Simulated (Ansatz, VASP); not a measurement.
## Al3GaAs4: VASP beside Ansatz

Contents of POSCAR:

```
Al3GaAs4
1.0
    4.0161484720      0.0000000000      0.0000000000
    0.0000000000      8.0282496333      0.0000000000
    0.0000000000      0.0000000000      5.6710988582
Al As Ga
3 4 1
Direct
    0.0000000000      0.7497988411      0.0000362120
    0.5000000000      0.0000000000      0.5005636556
    0.0000000000      0.2502011589      0.0000362120
    0.5000000000      0.7501811597      0.2495383796
    0.0000000000      0.0000000000      0.7503419566
    0.5000000000      0.2498188403      0.2495383796
    0.0000000000      0.5000000000      0.7502534569
    0.5000000000      0.5000000000      0.4996917477
```

The input INCAR.step1:

```
PREC     = Accurate       # precision mode
ENCUT    = 400            # plane-wave cutoff, eV
EDIFF    = 1E-5           # SCF threshold, eV
ISMEAR   = 0              # smearing method
SIGMA    = 0.01           # smearing width, eV
LREAL    = F              # projectors in reciprocal space
LASPH    = T              # aspherical terms in the spheres
NELM     = 120            # most SCF steps
ALGO     = Normal         # electronic algorithm
ISIF     = 2              # what is computed and relaxed
LWAVE    = T              # write WAVECAR
LCHARG   = F              # write CHGCAR
NBANDS   = 31             # bands
GGA      = PE             # functional
GGA_COMPAT= F            
KPAR     = 4
```

Contents of INCAR.step2:

```
PREC     = Accurate       # precision mode
ENCUT    = 400            # plane-wave cutoff, eV
EDIFF    = 1E-6           # SCF threshold, eV
ISMEAR   = 0              # smearing method
SIGMA    = 0.01           # smearing width, eV
LREAL    = F              # projectors in reciprocal space
LASPH    = T              # aspherical terms in the spheres
NELM     = 120            # most SCF steps
ALGO     = Normal         # electronic algorithm
ISIF     = 2              # what is computed and relaxed
LWAVE    = F              # write WAVECAR
LCHARG   = F              # write CHGCAR
GGA      = PE             # functional
LHFCALC  = T              # exact exchange
HFSCREEN = 0.2079         # screening, 1/A
PRECFOCK = Normal       
NBANDS   = 31             # bands
ISTART   = 1            
GGA_COMPAT= F            
KPAR     = 4
```

File KPOINTS:

```
regular mesh
0
Gamma
  4 2 4
```

Input for Ansatz:

```yaml
crystal:
  lattice:
    - [4.016148472, 0.0, 0.0]
    - [0.0, 8.0282496333, 0.0]
    - [0.0, 0.0, 5.6710988582]
  atoms:
    - { symbol: Al, position: [0.0, 0.7497988411, 3.6212e-05] }
    - { symbol: As, position: [0.5, 0.7501811597, 0.2495383796] }
    - { symbol: Al, position: [0.5, 0.0, 0.5005636556] }
    - { symbol: As, position: [0.0, 0.0, 0.7503419566] }
    - { symbol: Al, position: [0.0, 0.2502011589, 3.6212e-05] }
    - { symbol: As, position: [0.5, 0.2498188403, 0.2495383796] }
    - { symbol: Ga, position: [0.5, 0.5, 0.4996917477] }
    - { symbol: As, position: [0.0, 0.5, 0.7502534569] }
kpoints:
  mp_grid: { grid: [4, 2, 4] }
  band_path:
    path:
      - [0.0, 0.0, 0.0]
      - [0.5, 0.0, 0.0]
      - [0.5, 0.5, 0.0]
      - [0.0, 0.5, 0.0]
      - [0.0, 0.0, 0.5]
      - [0.5, 0.0, 0.5]
      - [0.5, 0.5, 0.5]
      - [0.0, 0.5, 0.5]
      - [0.0, 0.0, -0.039062]
    npoints: 1
hamiltonian:
  xc: hse06
scf:
  occupations: { method: fixed }
  n_extra_bands: 6
output:
  forces: true
  stress: true
  eigenvalues: true
```

Alike in both runs: task single point; functional HSE06; k mesh 4 × 2 × 4; no spin polarisation.

```csv
,VASP,Ansatz
version,VASP 6.6.1,Ansatz 0.2.0
potentials or method,"VASP PAW PBE potentials, release 64 (Al, As, Ga_d)","plane waves, PAW"
plane-wave cutoff (eV),400,420
occupations,"gaussian, width 0.01 eV",fixed
valence electrons in the cell,42,82
```

VASP gave:

```
gap on the k mesh at the Fermi level (eV) : 2.09
rms of the force components (eV/Å)        : 0.010
```

Q: What did Ansatz give for the same quantities?

A: gap on the k mesh at the Fermi level (eV): 2.08; rms of the force components (eV/Å): 0.008.

VASP's potentials hold 42 valence electrons a cell and Ansatz's 82, so a difference there can come from the potentials and not from the codes. Ansatz's warnings: stress exchange threshold loose, stress scf threshold loose.
